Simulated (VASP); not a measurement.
# InCu3O3 (P4/mmm) in VASP: relaxation of cell and atoms with PBE

Aim: the relaxation of cell and atoms of InCu3O3 with PBE.

Program: VASP 6.6.1. These are calculated values, not measurements. Logs are shortened: lines on timing, memory, paths and dates and some standing lists are left out, and cuts for length are marked.

### 1 The cell of the first run

Symmetry: P4/mmm, No. 123, tetragonal system. Conventional cell: a = 4.101 Å, b = 4.101 Å, c = 5.949 Å, α = 90.00°, β = 90.00°, γ = 90.00°. Within 3.9 Å of In (site symmetry 4/mmm) lie 10 O at 2.97 to 3.61 Å and 8 Cu at 3.07 Å. Within 2.6 Å of Cu (site symmetry 4mm) lie 2 Cu at 1.96 to 2.02 Å. Within 2.6 Å of Cu (site symmetry 4/mmm) lie 2 Cu at 1.96 Å and 4 O at 2.05 Å. O (site symmetry mmm) has 2 Cu at 2.05 Å and 2 O at 2.05 Å within 2.7 Å. Within 2.7 Å of O (site symmetry 4/mmm) lie 4 O at 2.05 Å.

The cell was generated, and may not be a known phase.

### 2 Relaxation of cell and atoms, PBE, collinear spin

INCAR

```
SYSTEM = InCu3O3
ALGO = Normal
EDIFF = 1E-7
EDIFFG = -0.08
ENCUT = 600
GGA = PE
GGA_COMPAT = .FALSE.
IBRION = 2
ISIF = 3
ISMEAR = 0
ISPIN = 2
LASPH = .TRUE.
LCHARG = .FALSE.
LMAXMIX = 4
LORBIT = 11
LREAL = .FALSE.
LWAVE = .FALSE.
MAGMOM = 0 1 1 1 0 0 0
NELM = 200
NELMIN = 4
NSW = 36
PREC = Accurate
SIGMA = 0.15
```

KPOINTS

```
k-points
0
G
  3 3 2
  0 0 0
```

POSCAR

```
InCu3O3
1.0
    4.1008453500      0.0000000000      0.0000000000
    0.0000000000      4.1008453500      0.0000000000
    0.0000000000      0.0000000000      5.9491199800
In Cu O
1 3 3
Direct
    0.0000000000      0.0000000000      0.0000000000
    0.5000000000      0.5000000000      0.8300571500
    0.5000000000      0.5000000000      0.1699428500
    0.5000000000      0.5000000000      0.5000000000
    0.0000000000      0.5000000000      0.5000000000
    0.5000000000      0.0000000000      0.5000000000
    0.0000000000      0.0000000000      0.5000000000
```

Potentials or basis: VASP PAW PBE potentials, release 64 (In_d, Cu, O).

Launch:

```console
> cat potpaw_PBE.64/In_d/POTCAR potpaw_PBE.64/Cu/POTCAR potpaw_PBE.64/O/POTCAR > POTCAR
> mpirun -np 1 vasp_std > vasp.out
```

OUTCAR:

```text
SYSTEM = InCu3O3
   EDIFF = 1E-7
   EDIFFG = -0.08
   ENCUT = 600
   GGA = PE
   IBRION = 2
   ISIF = 3
   ISMEAR = 0
   ISPIN = 2
   LASPH = .TRUE.
   LORBIT = 11
   LREAL = .FALSE.
   NELM = 200
   NELMIN = 4
   NSW = 36
   PREC = Accurate

 ion  position               nearest neighbor table
   1  0.000  0.000  0.000-   7 2.97   7 2.97   2 3.07   3 3.07   2 3.07   3 3.07   2 3.07   3 3.07
                             2 3.07   3 3.07
   2  0.500  0.500  0.830-   4 1.96   3 2.02   1 3.07   1 3.07   1 3.07   1 3.07
   3  0.500  0.500  0.170-   4 1.96   2 2.02   1 3.07   1 3.07   1 3.07   1 3.07
   4  0.500  0.500  0.500-   2 1.96   3 1.96   5 2.05   6 2.05   6 2.05   5 2.05
   5  0.000  0.500  0.500-   4 2.05   4 2.05
   6  0.500  0.000  0.500-   4 2.05   4 2.05
   7  0.000  0.000  0.500-   1 2.97   1 2.97

  LATTYP: Found a simple tetragonal cell.
 ALAT       =     4.1008453500
 C/A-ratio  =     1.4507057624

  Lattice vectors:

 A1 = (   4.1008453500,   0.0000000000,   0.0000000000)
 A2 = (   0.0000000000,   4.1008453500,   0.0000000000)
 A3 = (   0.0000000000,   0.0000000000,   5.9491199800)

Analysis of symmetry for initial positions (statically):
=====================================================================
 Subroutine PRICEL returns:
 Original cell was already a primitive cell.

 Routine SETGRP: Setting up the symmetry group for a
 simple tetragonal supercell.

 Subroutine GETGRP returns: Found 16 space group operations
 (whereof 16 operations were pure point group operations)
 out of a pool of 16 trial point group operations.

The static configuration has the point symmetry D_4h.

Analysis of symmetry for dynamics (positions and initial velocities):
=====================================================================
 Subroutine PRICEL returns:
 Original cell was already a primitive cell.

 Routine SETGRP: Setting up the symmetry group for a
 simple tetragonal supercell.

 Subroutine GETGRP returns: Found 16 space group operations
 (whereof 16 operations were pure point group operations)
 out of a pool of 16 trial point group operations.

The dynamic configuration has the point symmetry D_4h.

Analysis of structural, dynamic, and magnetic symmetry:
=====================================================================
 Subroutine PRICEL returns:
 Original cell was already a primitive cell.

 Routine SETGRP: Setting up the symmetry group for a
 simple tetragonal supercell.

 Subroutine GETGRP returns: Found 16 space group operations
 (whereof 16 operations were pure point group operations)
 out of a pool of 16 trial point group operations.

The overall configuration has the point symmetry D_4h.

[... 97 lines left out ...]
   POTIM  = 0.5000    time-step for ionic-motion
   TEBEG  =    0.0;   TEEND  =   0.0 temperature during run
   PSTRESS=    0.0 pullay stress
   NELECT =      64.0000    total number of electrons
   NUPDOWN=      -1.0000    fix difference up-down
   EMIN   =  10.00;   EMAX   =-10.00  energy-range for DOS
   EFERMI =   0.00;   METHOD = LEGACY
   ISMEAR =     0;   SIGMA  =   0.15  broadening in eV -4-tet -1-fermi 0-gaus
   EFERMI_NEDOS =   21; number of points for ismear=-14 and -15
   IALGO  =     38    algorithm
   IMIX   =      4    mixing-type and parameters
     AMIX     =   0.40;   BMIX     =  1.00
     AMIX_MAG =   1.60;   BMIX_MAG =  1.00
  volume/ion in A,a.u.               =      14.29        96.45
  Fermi-wavevector in a.u.,A,eV,Ry     =   1.410593  2.665634 27.072491  1.989772
  Thomas-Fermi vector in A             =   2.532531
   LORBIT       =     11    0 simple, 1 ext, 2 COOP (PROOUT), +10 PAW based schemes
   GGA     = PE    functional components
   LHFCALC =     F    Hartree Fock is set to
   AEXX    =    0.0000 exact exchange contribution
   IVDW    =     0    specifies the selected vdW correction
   LEPSILON=     F    determine dielectric tensor
   LRPA    =     F    only Hartree local field effects (RPA)
 conjugate gradient relaxation of ions
 spin polarized calculation
 Gauss-broadening in eV      SIGMA  =   0.15
  energy-cutoff  :      600.00
  volume of cell :      100.05
 maximum number of plane-waves:      3350
 NGX is ok and might be reduce to    36
   NGX = 17   NGY = 17   NGZ = 23

--------------------------------------- Ionic step        1  -------------------------------------------

 number of electron      63.9999986 magnetization       0.6878880

 number of electron      63.9999985 magnetization      -0.0009021

 Free energy of the ion-electron system (eV)
  ---------------------------------------------------
  ext. energy  EPLUGINS =         0.00000000
  ---------------------------------------------------
  free energy    TOTEN  =       -22.38189642 eV

  energy without entropy =      -22.26102289  energy(sigma->0) =      -22.32145965

 E-fermi :   4.1822     XC(G=0): -10.6600

 val. band max:        4.0938201087   @ k =   0.3333   0.3333   0.5000
 cond. band min:       4.1916188283   @ k =   0.3333   0.3333   0.5000
 fundamental gap:      0.0977987195
 Fermi energy:         4.1822170645

 spin component 1

 k-point     1 :       0.0000    0.0000    0.0000
  band No.  band energies     occupation
      1     -15.2594      1.00000
      2     -13.1442      1.00000
      3     -11.2228      1.00000
      4      -9.5288      1.00000
      5      -9.5082      1.00000
      6      -9.5082      1.00000
[... 636 lines left out ...]
 number of electron      63.9999931 magnetization       0.0001655

 number of electron      63.9999931 magnetization      -0.0000040

 Free energy of the ion-electron system (eV)
  ---------------------------------------------------
  ext. energy  EPLUGINS =         0.00000000
  ---------------------------------------------------
  free energy    TOTEN  =       -24.63195939 eV

  energy without entropy =      -24.53928494  energy(sigma->0) =      -24.58562216

 E-fermi :   4.2851     XC(G=0): -10.3745

 val. band max:        4.1933255621   @ k =   0.3333   0.3333   0.0000
 cond. band min:       4.2851414665   @ k =   0.0000   0.0000   0.0000
 fundamental gap:      0.0918159044
 Fermi energy:         4.2851010415

 spin component 1

 k-point     1 :       0.0000    0.0000    0.0000
  band No.  band energies     occupation
      1     -16.6761      1.00000
      2     -13.9268      1.00000
      3     -11.1459      1.00000
      4      -9.8213      1.00000
      5      -9.7701      1.00000
      6      -9.7679      1.00000
[... 542 lines left out ...]
  FREE ENERGIE OF THE ION-ELECTRON SYSTEM (eV)
  ---------------------------------------------------
  free  energy   TOTEN  =       -24.6319593868 eV

  energy  without entropy=      -24.5392849380  energy(sigma->0) =      -24.58562216

 reached required accuracy - stopping structural energy minimisation

 total charge

# of ion       s       p       d       tot
------------------------------------------
    1        1.034   0.415   9.855  11.304
    2        0.449   0.189   9.253   9.891
    3        0.449   0.189   9.253   9.891
    4        0.427   0.436   9.102   9.965
    5        1.611   3.194   0.000   4.805
    6        1.611   3.194   0.000   4.805
    7        1.638   3.038   0.000   4.675
--------------------------------------------------
tot          7.217  10.654  37.463  55.335

 magnetization (x)

# of ion       s       p       d       tot
------------------------------------------
    1        0.000  -0.000  -0.000   0.000
    2       -0.000   0.000   0.000   0.000
    3       -0.000   0.000   0.000   0.000
    4        0.000   0.000  -0.000  -0.000
    5       -0.000  -0.000   0.000  -0.000
    6       -0.000  -0.000   0.000  -0.000
    7       -0.000  -0.000   0.000  -0.000
--------------------------------------------------
tot          0.000  -0.000  -0.000  -0.000
```

CONTCAR:

```text
InCu3O3
   1.00000000000000
     3.8529229336993613    0.0000000000000000   -0.0000000000000000
     0.0000000000000000    3.8529229336993613   -0.0000000000000000
     0.0000000000000000   -0.0000000000000000    7.0737119405011031
  In              Cu              O
     1     3     3
Direct
     1.0000000000000000    0.0000000000000000    1.0000000000000000
     0.5000000000000000    0.5000000000000000    0.8415024002750282
     0.5000000000000000    0.5000000000000000    0.1584975997249718
     0.5000000000000000    0.5000000000000000    0.5000000000000000
     1.0000000000000000    0.5000000000000000    0.5000000000000000
     0.5000000000000000    0.0000000000000000    0.5000000000000000
     1.0000000000000000    0.0000000000000000    0.5000000000000000

  0.00000000E+00  0.00000000E+00  0.00000000E+00
  0.00000000E+00  0.00000000E+00  0.00000000E+00
  0.00000000E+00  0.00000000E+00  0.00000000E+00
  0.00000000E+00  0.00000000E+00  0.00000000E+00
  0.00000000E+00  0.00000000E+00  0.00000000E+00
  0.00000000E+00  0.00000000E+00  0.00000000E+00
  0.00000000E+00  0.00000000E+00  0.00000000E+00
```

Run time: 6.7 min. Hardware: 1 thread of Oxide Virtual Turin-like, shared host; peak memory 0.28 GiB.

What came out:

- Free energy: -24.6320 eV
- Relaxed volume: 15.00 Å³/atom
- Relaxed cell: a = 3.853 Å, b = 3.853 Å, c = 7.074 Å, α = 90.00°, β = 90.00°, γ = 90.00°
- Space group after relaxing (to 0.1 Å): P4/mmm (No. 123)
- Energy gained by relaxing: 321.4 meV/atom
- Ionic steps: 4
- Pressure after relaxing: 0.1 GPa
- Largest force after relaxing: 0.035 eV/Å
- Band gap on the k mesh: 0.04 eV (least direct gap 0.15 eV)
- Net moment: 0.00 μB per cell
- Valence electrons inside the program's atomic spheres: In 11.30; Cu 9.89, 9.96 (each value once); O 4.80, 4.67 (each value once)

Forces in eV/Å, atoms in the order of the input:
```
In   0.000  0.000  0.000
Cu   0.000  0.000  0.035
Cu   0.000  0.000 -0.035
Cu   0.000  0.000  0.000
O    0.000  0.000  0.000
O    0.000  0.000  0.000
O    0.000  0.000  0.000
```

The path:
```csv
step,energy change (eV),largest force (eV/Å),pressure (GPa),volume (Å³)
1,0.0000,1.8985,7.86,100.05
2,-2.1761,0.6597,-2.72,108.91
3,-2.1798,0.6468,-2.75,109.12
4,-2.2501,0.0346,0.08,105.01
```

Final structure:
```cif
data_structure
_symmetry_space_group_name_H-M 'P 1'
_symmetry_Int_Tables_number 1
_cell_length_a 3.8529
_cell_length_b 3.8529
_cell_length_c 7.0737
_cell_angle_alpha 90.000
_cell_angle_beta 90.000
_cell_angle_gamma 90.000
_cell_volume 105.01
loop_
_atom_site_label
_atom_site_type_symbol
_atom_site_fract_x
_atom_site_fract_y
_atom_site_fract_z
_atom_site_occupancy
In1 In 0.00000 0.00000 0.00000 1
Cu1 Cu 0.50000 0.50000 0.84150 1
Cu2 Cu 0.50000 0.50000 0.15850 1
Cu3 Cu 0.50000 0.50000 0.50000 1
O1 O 0.00000 0.50000 0.50000 1
O2 O 0.50000 0.00000 0.50000 1
O3 O 0.00000 0.00000 0.50000 1
```

Levels at points of the mesh, in eV from the valence-band top:
Spin up:
```tsv
k point	band 30	band 31	band 32	band 33	band 34	band 35
(0.00, 0.00, 0.00)	-1.71	-1.08	-0.02	1.57	2.37	2.37
(0.00, 0.00, 0.50)	-1.78	-0.95	-0.68	2.37	2.37	2.96
```
Spin down:
```
           k point  band 29  band 30  band 31  band 32  band 33  band 34  band 35  band 36
(0.00, 0.00, 0.00)    -1.71    -1.71    -1.08    -0.02     1.57     2.37     2.37     3.00
(0.00, 0.00, 0.50)    -1.78    -1.78    -0.95    -0.68     2.37     2.37     2.96     2.96
```

Caveat: the k points lie up to 0.54 Å⁻¹ apart in the final cell; the smearing spreads over this small gap; semilocal functionals underestimate gaps, and a narrow one can read as zero; a cell axis changed by over 15 % at a fixed basis, so the end point is rough; spin-orbit coupling is left out, which moves the levels of the heavy elements; the relaxation stopped at a loose force limit of 0.08 eV/Å, so its end isn't a converged minimum. A k mesh can miss the band edges.

The gap in the log of VASP goes by the Fermi energy; the results here count the filled bands.